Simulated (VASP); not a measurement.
The system is Sn.

```xyz
2
Lattice="0.2151 3.3048 3.3048 3.3048 0.2151 3.3048 3.3048 3.3048 0.2151" Properties=species:S:1:pos:R:3 pbc="T T T"
Sn    0.0372    0.0372    0.0372
Sn    1.6690    1.6690    1.6690
```

This cell differs from its parent crystal: epitaxial 111 strain -5.9%.

Base run:

```yaml
Program: VASP 6.6.1
Functional: r2SCAN
Potentials_or_basis: VASP PAW PBE potentials, release 64 (Sn_d)
Cutoff: 550 eV
k_mesh: 6 × 6 × 6
Occupations: fermi-dirac, width 0.02 eV
Spin: no spin polarisation
```

Its results: band gap on the k mesh zero (bands 14 and 15 overlap by 0.53 eV); pressure 4.4 GPa.

**Question.** The run is repeated on the same cell with these changes: functional from r2SCAN to PBE; cutoff from 550 eV to 500 eV. What comes out?

**Answer.** Band gap on the k mesh zero (bands 14 and 15 overlap by 0.72 eV); pressure 6.0 GPa.

Caveats: the cell stands under pressure; spin-orbit coupling is left out, which moves the levels of the heavy elements; the PAW data sets were made with another functional, which shifts forces and pressure a little (at least some runs).
